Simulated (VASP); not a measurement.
Wanted: the native input for a VASP 6.6.1 run.

| Property | Result |
| --- | --- |
| Task | single point |
| Functional | PBE |
| Potentials or basis | VASP PAW PBE potentials, release 64 (Ge_d, W_sv) |
| Cutoff | 520 eV |
| k mesh | 12 × 12 × 8 |
| Occupations | gaussian, width 0.1 eV |
| Spin | no spin polarisation |
| Dipole correction | no |
| Further INCAR settings | ALGO = Fast; EDIFF = 1e-07; NBANDS = 66 |

The structure of GeW3 lies in POSCAR:

```
GeW3
1.0
    5.5742080861      0.0000000000      0.0000000000
   -2.7871040431      4.8274058085      0.0000000000
    0.0000000000      0.0000000000      4.6840128319
Ge W
2 6
Direct
    0.3333333333      0.6666666667      0.2500000000
    0.6666666667      0.3333333333      0.7500000000
    0.8364129626      0.6728259252      0.2500000000
    0.1635870374      0.8364129626      0.7500000000
    0.3271740748      0.1635870374      0.2500000000
    0.1635870374      0.3271740748      0.7500000000
    0.8364129626      0.1635870374      0.2500000000
    0.6728259252      0.8364129626      0.7500000000
```

One way to write it, as run:

INCAR

```
PREC = Accurate
ENCUT = 520
EDIFF = 1E-7
ISMEAR = 0
SIGMA = 0.1
LREAL = F
LASPH = T
NELM = 100
ALGO = Fast
ISIF = 2
LWAVE = F
LCHARG = F
GGA = PE
NBANDS = 66
```

KPOINTS

```
Automatic mesh
0
Gamma
  12 12 8
```

Potentials or basis: VASP PAW PBE potentials, release 64 (Ge_d, W_sv).

The run is started by

```bash
$ cat potpaw_PBE.64/Ge_d/POTCAR potpaw_PBE.64/W_sv/POTCAR > POTCAR
$ mpirun -np 1 vasp_std > vasp.out
```

It gave:

The pressure is 0.4 GPa and the largest force is 0.009 eV/Å. The band gap on the k mesh is zero (bands 56 and 57 overlap by 1.38 eV).

Caveat: spin-orbit coupling is left out, which moves the levels of the heavy elements.

Run time: 28 min on 1 thread of Intel(R) Xeon(R) Platinum 8488C (Sapphire Rapids) (shared host), peak memory 0.65 GiB.
